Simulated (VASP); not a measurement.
# Mg3SiO (Pm-3m) in VASP: further runs

Runs on Mg3SiO. Level: PBE. Tasks: single point.

Program: VASP 6.6.1. These are calculated values, not measurements. Logs are shortened: lines on timing, memory, paths and dates and some standing lists are left out, and cuts for length are marked.

## (1) The cell of the first run

Symmetry: Pm-3m, No. 221, cubic system. The conventional cell has a = 4.134 Å, b = 4.134 Å, c = 4.134 Å, α = 90.00°, β = 90.00°, γ = 90.00°. Within 3.9 Å of Si (site symmetry m-3m) lie 12 Mg at 2.92 Å and 8 O at 3.58 Å. O (site symmetry m-3m) has 6 Mg at 2.07 Å within 2.7 Å. Within 2.7 Å of Mg (site symmetry 4/mmm) lie 2 O at 2.07 Å.

## (2) Single point, PBE (14.13 Å³/atom)

INCAR reads:

```
PREC     = Accurate       # precision mode
ENCUT    = 520            # plane-wave cutoff, eV
EDIFF    = 1E-6           # SCF threshold, eV
ISMEAR   = -1             # smearing method
SIGMA    = 0.02           # smearing width, eV
LREAL    = False          # projectors in reciprocal space
LASPH    = True           # aspherical terms in the spheres
NELM     = 100            # most SCF steps
ALGO     = Normal         # electronic algorithm
ISIF     = 2              # what is computed and relaxed
LWAVE    = False          # write WAVECAR
LCHARG   = False          # write CHGCAR
GGA      = PE             # functional
NBANDS   = 16             # bands
```

KPOINTS reads:

```
Automatic mesh
0
Gamma
  6 6 6
```

POSCAR reads:

```
Mg3SiO
1.0
    4.1344748191      0.0000000000      0.0000000000
    0.0000000000      4.1344748191      0.0000000000
    0.0000000000      0.0000000000      4.1344748191
Si O Mg
1 1 3
Direct
    0.0000000000      0.0000000000      0.0000000000
    0.5000000000      0.5000000000      0.5000000000
    0.5000000000      0.5000000000      0.0000000000
    0.5000000000      0.0000000000      0.5000000000
    0.0000000000      0.5000000000      0.5000000000
```

Potentials or basis: VASP PAW PBE potentials, release 64 (Si, O, Mg).

Run with:

```bash
$ cat potpaw_PBE.64/Si/POTCAR potpaw_PBE.64/O/POTCAR potpaw_PBE.64/Mg/POTCAR > POTCAR
$ mpirun -np 1 vasp_std > vasp.out
```

OUTCAR:

```text
PREC = Accurate
   ENCUT = 520
   EDIFF = 1E-6
   ISMEAR = -1
   LREAL = False
   LASPH = True
   NELM = 100
   ISIF = 2
   GGA = PE

 ion  position               nearest neighbor table
   1  0.000  0.000  0.000-   3 2.92   4 2.92   5 2.92   4 2.92   5 2.92   3 2.92   5 2.92   5 2.92
                             3 2.92   4 2.92   4 2.92   3 2.92
   2  0.500  0.500  0.500-   3 2.07   4 2.07   5 2.07   3 2.07   4 2.07   5 2.07
   3  0.500  0.500  0.000-   2 2.07   2 2.07   4 2.92   5 2.92   1 2.92   4 2.92   5 2.92   1 2.92
                             4 2.92   4 2.92   1 2.92   5 2.92   5 2.92   1 2.92
   4  0.500  0.000  0.500-   2 2.07   2 2.07   3 2.92   5 2.92   1 2.92   3 2.92   1 2.92   3 2.92
                             5 2.92   3 2.92   1 2.92   5 2.92   1 2.92   5 2.92
   5  0.000  0.500  0.500-   2 2.07   2 2.07   3 2.92   4 2.92   1 2.92   3 2.92   1 2.92   4 2.92
                             1 2.92   1 2.92   3 2.92   4 2.92   3 2.92   4 2.92

  LATTYP: Found a simple cubic cell.
 ALAT       =     4.1344748191

  Lattice vectors:

 A1 = (   4.1344748191,   0.0000000000,   0.0000000000)
 A2 = (   0.0000000000,   4.1344748191,   0.0000000000)
 A3 = (   0.0000000000,   0.0000000000,   4.1344748191)

Analysis of symmetry for initial positions (statically):
=====================================================================
 Subroutine PRICEL returns:
 Original cell was already a primitive cell.

 Routine SETGRP: Setting up the symmetry group for a
 simple cubic supercell.

 Subroutine GETGRP returns: Found 48 space group operations
 (whereof 48 operations were pure point group operations)
 out of a pool of 48 trial point group operations.

The static configuration has the point symmetry O_h .

Analysis of symmetry for dynamics (positions and initial velocities):
=====================================================================
 Subroutine PRICEL returns:
 Original cell was already a primitive cell.

 Routine SETGRP: Setting up the symmetry group for a
 simple cubic supercell.

 Subroutine GETGRP returns: Found 48 space group operations
 (whereof 48 operations were pure point group operations)
 out of a pool of 48 trial point group operations.

The dynamic configuration has the point symmetry O_h .

 Subroutine INISYM returns: Found 48 space group operations
 (whereof 48 operations are pure point group operations),
 and found     1 'primitive' translations

----------------------------------------------------------------------------------------

                                     Primitive cell

  volume of cell :      70.6742

  direct lattice vectors                    reciprocal lattice vectors
     4.134474819  0.000000000  0.000000000     0.241868688  0.000000000  0.000000000
     0.000000000  4.134474819  0.000000000     0.000000000  0.241868688  0.000000000
     0.000000000  0.000000000  4.134474819     0.000000000  0.000000000  0.241868688

  length of vectors
     4.134474819  4.134474819  4.134474819     0.241868688  0.241868688  0.241868688

  position of ions in fractional coordinates (direct lattice)
     0.000000000  0.000000000  0.000000000
     0.500000000  0.500000000  0.500000000
     0.500000000  0.500000000  0.000000000
     0.500000000  0.000000000  0.500000000
     0.000000000  0.500000000  0.500000000

  ion indices of the primitive-cell ions
   primitive index   ion index
                 1           1
                 2           2
                 3           3
                 4           4
                 5           5

----------------------------------------------------------------------------------------

 KPOINTS: Automatic mesh

Automatic generation of k-mesh.
 Grid dimensions read from file:
 generate k-points for:    6    6    6

 Generating k-lattice:

  Cartesian coordinates                     Fractional coordinates (reciprocal lattice)
     0.040311448  0.000000000  0.000000000     0.166666667  0.000000000  0.000000000
     0.000000000  0.040311448  0.000000000     0.000000000  0.166666667  0.000000000
     0.000000000  0.000000000  0.040311448     0.000000000  0.000000000  0.166666667

  Length of vectors
     0.040311448  0.040311448  0.040311448

  Shift w.r.t. Gamma in fractional coordinates (k-lattice)
     0.000000000  0.000000000  0.000000000

 Subroutine IBZKPT returns following result:
 ===========================================

 Found     20 irreducible k-points:

 Following reciprocal coordinates:
            Coordinates               Weight
  0.000000  0.000000  0.000000      1.000000
  0.166667  0.000000  0.000000      6.000000
  0.333333  0.000000  0.000000      6.000000
  0.500000  0.000000  0.000000      3.000000
  0.166667  0.166667  0.000000     12.000000
  0.333333  0.166667  0.000000     24.000000
[... 12 lines left out ...]
  0.500000  0.500000  0.333333      6.000000
  0.500000  0.500000  0.500000      1.000000
   k-points           NKPTS =     20   k-points in BZ     NKDIM =     20   number of bands    NBANDS=     16
   number of dos      NEDOS =    301   number of ions     NIONS =      5
   total plane-waves  NPLWV =  32768
   dimension x,y,z NGX =    32 NGY =   32 NGZ =   32
   dimension x,y,z NGXF=    64 NGYF=   64 NGZF=   64
   ions per type =               1   1   3
   NGX,Y,Z   is equivalent  to a cutoff of  12.87, 12.87, 12.87 a.u.
   NGXF,Y,Z  is equivalent  to a cutoff of  25.73, 25.73, 25.73 a.u.
 SYSTEM =  unknown system
   PREC   = accura    normal or accurate (medium, high low for compatibility)
   ISTART =      0    job   : 0-new  1-cont  2-samecut
   ICHARG =      2    charge: 1-file 2-atom 10-const
   ISPIN  =      1    spin polarized calculation?
   LNONCOLLINEAR =      F non collinear calculations
   LSORBIT =      F    spin-orbit coupling
   LASPH  =      T    aspherical Exc in radial PAW
   ENCUT  =  520.0 eV  38.22 Ry    6.18 a.u.   7.69  7.69  7.69*2*pi/ulx,y,z
   NELM   =    100;   NELMIN=  2; NELMDL= -5     # of ELM steps
   EDIFF  = 0.1E-05   stopping-criterion for ELM
   LREAL  =      F    real-space projection
   EDIFFG = 0.1E-04   stopping-criterion for IOM
   NSW    =      0    number of steps for IOM
   IBRION =     -1    ionic relax: 0-MD 1-quasi-New 2-CG
   NFREE  =      0    steps in history (QN), initial steepest desc. (CG)
   ISIF   =      2    stress and relaxation
   ISYM   =      2    0-nonsym 1-usesym 2-fastsym
   POTIM  = 0.5000    time-step for ionic-motion
   TEBEG  =    0.0;   TEEND  =   0.0 temperature during run
   PSTRESS=    0.0 pullay stress
   NELECT =      16.0000    total number of electrons
   NUPDOWN=      -1.0000    fix difference up-down
   EMIN   =  10.00;   EMAX   =-10.00  energy-range for DOS
   EFERMI =   0.00;   METHOD = LEGACY
   ISMEAR =    -1;   SIGMA  =   0.02  broadening in eV -4-tet -1-fermi 0-gaus
   EFERMI_NEDOS =   21; number of points for ismear=-14 and -15
   IALGO  =     38    algorithm
   IMIX   =      4    mixing-type and parameters
     AMIX     =   0.40;   BMIX     =  1.00
     AMIX_MAG =   1.60;   BMIX_MAG =  1.00
  volume/ion in A,a.u.               =      14.13        95.39
  Fermi-wavevector in a.u.,A,eV,Ry     =   0.997764  1.885500 13.545047  0.995533
  Thomas-Fermi vector in A             =   2.129942
   LORBIT       =      0    0 simple, 1 ext, 2 COOP (PROOUT), +10 PAW based schemes
   GGA     = PE    functional components
   LHFCALC =     F    Hartree Fock is set to
   AEXX    =    0.0000 exact exchange contribution
   IVDW    =     0    specifies the selected vdW correction
   LEPSILON=     F    determine dielectric tensor
   LRPA    =     F    only Hartree local field effects (RPA)
 non-spin polarized calculation
  energy-cutoff  :      520.00
  volume of cell :       70.67
 maximum number of plane-waves:      1935
 NGX is ok and might be reduce to    32
   NGX = 15   NGY = 15   NGZ = 15

 number of electron      16.0000005 magnetization

 Free energy of the ion-electron system (eV)
  ---------------------------------------------------
  ext. energy  EPLUGINS =         0.00000000
  ---------------------------------------------------
  free energy    TOTEN  =       -19.86626342 eV

  energy without entropy =      -19.86620582  energy(sigma->0) =      -19.86623462

 E-fermi :   5.9239     XC(G=0): -10.0747

 val. band max:        5.7981759024   @ k =   0.5000   0.3333   0.0000
 cond. band min:       6.0357983465   @ k =   0.5000   0.5000   0.1667
 fundamental gap:      0.2376224441
 Fermi energy:         5.9238649024

 k-point     1 :       0.0000    0.0000    0.0000
  band No.  band energies     occupation
      1     -14.6183      2.00000
      2      -3.1781      2.00000
      3      -0.5369      2.00000
      4      -0.5369      2.00000
      5      -0.5369      2.00000
      6       5.4448      2.00000
[... 8 lines left out ...]
     15      14.2161      0.00000
     16      14.2161      0.00000

 k-point     2 :       0.1667    0.0000    0.0000
  band No.  band energies     occupation
      1     -14.5978      2.00000
      2      -3.1629      2.00000
      3      -0.5011      2.00000
      4      -0.5003      2.00000
      5      -0.5003      2.00000
      6       3.8583      2.00000
[... 8 lines left out ...]
     15      13.0071      0.00000
     16      14.2863      0.00000

 k-point     3 :       0.3333    0.0000    0.0000
  band No.  band energies     occupation
      1     -14.5568      2.00000
      2      -3.1674      2.00000
      3      -0.4239      2.00000
      4      -0.4239      2.00000
      5      -0.1918      2.00000
      6       2.1062      2.00000
[... 8 lines left out ...]
     15      12.6110      0.00000
     16      12.8119      0.00000

 k-point     4 :       0.5000    0.0000    0.0000
  band No.  band energies     occupation
      1     -14.5358      2.00000
      2      -3.1878      2.00000
      3      -0.3841      2.00000
      4      -0.3841      2.00000
      5       0.4092      2.00000
      6       0.9919      2.00000
[... 8 lines left out ...]
     15      13.6638      0.00000
     16      13.6717      0.00000

 k-point     5 :       0.1667    0.1667    0.0000
  band No.  band energies     occupation
      1     -14.5779      2.00000
      2      -3.1013      2.00000
      3      -0.8066      2.00000
      4      -0.4676      2.00000
      5      -0.1928      2.00000
      6       3.6702      2.00000
[... 8 lines left out ...]
     15      13.3955      0.00000
     16      13.6898      0.00000

 k-point     6 :       0.3333    0.1667    0.0000
  band No.  band energies     occupation
      1     -14.5375      2.00000
      2      -3.0108      2.00000
      3      -0.8941      2.00000
      4      -0.3999      2.00000
      5       0.0516      2.00000
      6       2.2547      2.00000
[... 8 lines left out ...]
     15      12.2939      0.00000
     16      13.3606      0.00000
[... 191 lines left out ...]
 k-point    17 :       0.3333    0.3333    0.3333
  band No.  band energies     occupation
      1     -14.4434      2.00000
      2      -2.0407      2.00000
      3      -1.0172      2.00000
      4      -1.0172      2.00000
      5      -0.3212      2.00000
      6       2.9127      2.00000
[... 8 lines left out ...]
     15      13.6389      0.00000
     16      15.5109      0.00000

 k-point    18 :       0.5000    0.3333    0.3333
  band No.  band energies     occupation
      1     -14.4246      2.00000
      2      -1.7411      2.00000
      3      -1.1230      2.00000
      4      -0.9028      2.00000
      5      -0.5746      2.00000
      6       2.6032      2.00000
[... 8 lines left out ...]
     15      15.5575      0.00000
     16      15.6003      0.00000

 k-point    19 :       0.5000    0.5000    0.3333
  band No.  band energies     occupation
      1     -14.4064      2.00000
      2      -1.2030      2.00000
      3      -1.2030      2.00000
      4      -0.9086      2.00000
      5      -0.8950      2.00000
      6       2.5451      2.00000
[... 8 lines left out ...]
     15      15.5371      0.00000
     16      16.6719      0.00000

 k-point    20 :       0.5000    0.5000    0.5000
  band No.  band energies     occupation
      1     -14.3882      2.00000
      2      -1.0655      2.00000
      3      -1.0655      2.00000
      4      -1.0655      2.00000
      5      -0.5865      2.00000
      6       2.3066      2.00000
[... 8 lines left out ...]
     15      15.6572      0.00000
     16      17.1270      0.00000

------------------------ aborting loop because EDIFF is reached ----------------------------------------

  FORCE on cell =-STRESS in cart. coord.  units (eV):
  Direction    XX          YY          ZZ          XY          YZ          ZX
  --------------------------------------------------------------------------------------
  -------------------------------------------------------------------------------------
  Total        2.3738804      2.3738804      2.3738804      0.0000000      0.0000000      0.0000000
  in kB       53.8156229     53.8156229     53.8156229      0.0000000      0.0000000      0.0000000
  external PRESSURE =      53.8156229 kB  Pullay stress =       0.0000000 kB

 VOLUME and BASIS-vectors are now :
 -----------------------------------------------------------------------------
  energy-cutoff  :      520.00
  volume of cell :       70.67
      direct lattice vectors                 reciprocal lattice vectors
     4.134474819  0.000000000  0.000000000     0.241868688  0.000000000  0.000000000
     0.000000000  4.134474819  0.000000000     0.000000000  0.241868688  0.000000000
     0.000000000  0.000000000  4.134474819     0.000000000  0.000000000  0.241868688

 POSITION                                       TOTAL-FORCE (eV/Angst)
 -----------------------------------------------------------------------------------
      0.00000      0.00000      0.00000         0.000000      0.000000      0.000000
      2.06724      2.06724      2.06724         0.000000      0.000000      0.000000
      2.06724      2.06724      0.00000         0.000000      0.000000      0.000000
      2.06724      0.00000      2.06724         0.000000      0.000000      0.000000
      0.00000      2.06724      2.06724         0.000000      0.000000      0.000000
 -----------------------------------------------------------------------------------
    total drift:                                0.000000      0.000000     -0.000000

  FREE ENERGIE OF THE ION-ELECTRON SYSTEM (eV)
  ---------------------------------------------------
  free  energy   TOTEN  =       -19.8662634200 eV

  energy  without entropy=      -19.8662058202  energy(sigma->0) =      -19.86623462
```

It took 14 s on 1 thread of Intel Xeon Platinum 8488C (Sapphire Rapids), shared host; peak memory 0.18 GiB.

Results:

| Item | Value |
| --- | --- |
| Free energy | -19.8663 eV |
| Pressure | 5.4 GPa |
| Band gap on the k mesh | 0.24 eV (least direct gap 0.53 eV) |

Levels at points of the mesh, in eV from the valence-band top:
```
           k point  band 6  band 7  band 8  band 9  band 10  band 11
(0.00, 0.00, 0.00)   -0.35   -0.35   -0.35    0.70     0.70     2.33
(0.50, 0.00, 0.00)   -4.81   -0.61   -0.61    1.77     3.46     4.17
(0.50, 0.50, 0.00)   -2.62   -2.62   -0.20    0.32     2.69     3.09
(0.50, 0.50, 0.50)   -3.49   -3.49   -3.49    1.92     1.92     1.92
```

Caveat: the cell stands under pressure.

(Part 1 of 2 ends here.)
